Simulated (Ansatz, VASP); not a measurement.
Two plane-wave programs on Ag2I3

```xyz
5
Lattice="4.3094 0.0000 0.0000 -2.1547 3.7320 0.0000 0.0000 0.0000 10.3685" Properties=species:S:1:pos:R:3 pbc="T T T"
Ag    0.0000    2.4880    1.8902
Ag    2.1547    1.2440    8.4782
I     0.0000    0.0000    0.0000
I     0.0000    2.4880    6.9854
I     2.1547    1.2440    3.3831
```

Alike in both runs: functional PBE; k mesh 12 × 12 × 4; occupations gaussian, width 0.1 eV; no spin polarisation.

Ansatz relaxed the structure, and its values are those at the end. VASP's run is a single point on that final structure, the one shown.

```csv
,VASP,Ansatz
version,VASP 6.6.1,Ansatz 0.2.0
potentials or method,"VASP PAW PBE potentials, release 64 (Ag, I), cutoff 520 eV","scalar-relativistic, plane waves, PAW"
valence electrons in the cell,43,89
```

```tsv
	VASP	Ansatz	Ansatz less VASP
gap on the k mesh at the Fermi level (eV)	none	none	-
pressure (GPa)	-0.1	0.0	+0.05
rms of the force components (eV/Å)	0.006	0.003	-0.0031
```

A gap of «none» marks a metal or a gap that the smearing closes. With one functional, cell and mesh, what is left measures potentials, basis and numerics. VASP's potentials hold 43 valence electrons a cell and Ansatz's 89, so a difference there can come from the potentials and not from the codes.

Spin-orbit coupling is off throughout.
